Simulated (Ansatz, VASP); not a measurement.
**SnSe2: VASP beside Ansatz**

```
Sn Se
1.0
     3.81100    0.00000    0.00000
    -1.90550    3.79549    0.00000
     0.00000    0.00000    6.13700
Sn Se
1 2
Direct
  0.00000 0.00000 0.00000
  0.33333 0.66667 0.25000
  0.66667 0.33333 0.75000
```

Change from the starting cell: strain +0.1500 x Voigt [0, 1, 0, 0, 0, 0], atoms carried along.

Alike in both runs: task single point; functional PBEsol; k mesh 12 × 12 × 6; occupations gaussian, width 0.05 eV; no spin polarisation.

```csv
,VASP,Ansatz
version,VASP 6.6.1,Ansatz 0.2.0
potentials or method,"VASP PAW PBE potentials, release 64 (Sn_d, Se), cutoff 520 eV","scalar-relativistic, plane waves, PAW"
valence electrons in the cell,26,46
```

Ansatz gave:

* least direct gap on the mesh (eV): 0.06
* pressure (GPa): -5.0
* traceless stress, the component that is largest in VASP (GPa): -4.96
* rms of the force components (eV/Å): 0.126

Question: Estimate VASP's values.

Answer: Least direct gap on the mesh (eV): 0.07; pressure (GPa): -5.0; traceless stress, the component that is largest in VASP (GPa): -4.96; rms of the force components (eV/Å): 0.121.

VASP's potentials were made for PBE, not for PBEsol. Atom by atom the forces differ by 0.006 eV/Å (rms over components). The functional is the same, so the differences come from potentials, cutoffs and numerics. VASP's potentials hold 26 valence electrons a cell and Ansatz's 46, so a difference there can come from the potentials and not from the codes.
